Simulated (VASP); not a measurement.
A run of VASP 6.6.1 is set up as follows.

Contents of INCAR:

```
SYSTEM = Si3H2C4
PREC = Accurate ; ENCUT = 520
EDIFF = 1E-6 ; ISMEAR = 0
SIGMA = 0.05 ; LREAL = Auto
LASPH = .True. ; NELM = 100
ALGO = Normal ; ISIF = 2
LWAVE = .False. ; LCHARG = .False.
LDIPOL = .True. ; IDIPOL = 3
DIPOL = 0.5 0.5 0.351 ; GGA = PS
NBANDS = 45
```

The input KPOINTS:

```
regular mesh
0
Gamma
  4 8 1
  0 0 0
```

The input POSCAR:

```
Si3H2C4
1.0
    6.1612406585      0.0000000000      0.0000000000
    0.0000000000      3.0806203293      0.0000000000
    0.0000000000      0.0000000000     20.0373883794
C Si H
8 6 4
Direct
    0.5000000000      0.5000000000      0.2321862369
    0.0000000000      0.5000000000      0.2321862369
    0.7500000000      0.0000000000      0.3408993827
    0.2500000000      0.0000000000      0.3408993827
   -0.0086564440      0.5000000000      0.4611918401
    0.5064512572      0.5000000000      0.4425770203
    0.3889569492      0.0000000000      0.5395091369
    0.6058958069      0.0000000000      0.5606695792
    0.2500000000      0.5000000000      0.2865428098
    0.7500000000      0.5000000000      0.2865428098
    0.5020977303      0.0000000000      0.3922319568
   -0.0049356097      0.0000000000      0.4004739180
    0.7137464692      0.5000000000      0.5138552549
    0.2696917510      0.5000000000      0.5023481677
    0.5000000000      0.2248963861      0.1983620084
    0.5000000000      0.7751036139      0.1983620084
    0.0000000000      0.7747262802      0.1982371399
    0.0000000000      0.2252737198      0.1982371399
```

Potentials or basis: VASP PAW PBE potentials, release 64 (C, Si, H).

Command:

```sh
$ cat potpaw_PBE.64/C/POTCAR potpaw_PBE.64/Si/POTCAR potpaw_PBE.64/H/POTCAR > POTCAR
$ mpirun -np 1 vasp_std > vasp.out
```

Question: Predict the band gap on the k mesh.

Answer: Zero (bands 30 and 31 overlap by 0.32 eV).

Question: Estimate the largest force.

Answer: 2.604 eV/Å.

Forces in eV/Å, atoms in the order of the input:
```
C    0.003  0.000  0.743
C   -0.001  0.000  0.548
C    0.881  0.000 -0.209
C   -0.879  0.000  0.398
C   -0.002  0.000  0.024
C   -0.004  0.000 -0.006
C   -0.056  0.000  2.202
C    0.058  0.000 -2.603
Si  -0.468  0.000 -0.465
Si   0.465  0.000 -0.511
Si  -0.001  0.000  0.003
Si   0.001  0.000 -0.008
Si   0.027  0.000 -0.017
Si  -0.028  0.000 -0.007
H   -0.001 -0.028 -0.024
H   -0.001  0.028 -0.024
H    0.002  0.027 -0.022
H    0.002 -0.027 -0.022
```

Caveat: the PAW data sets were made with another functional, which shifts forces and pressure a little.
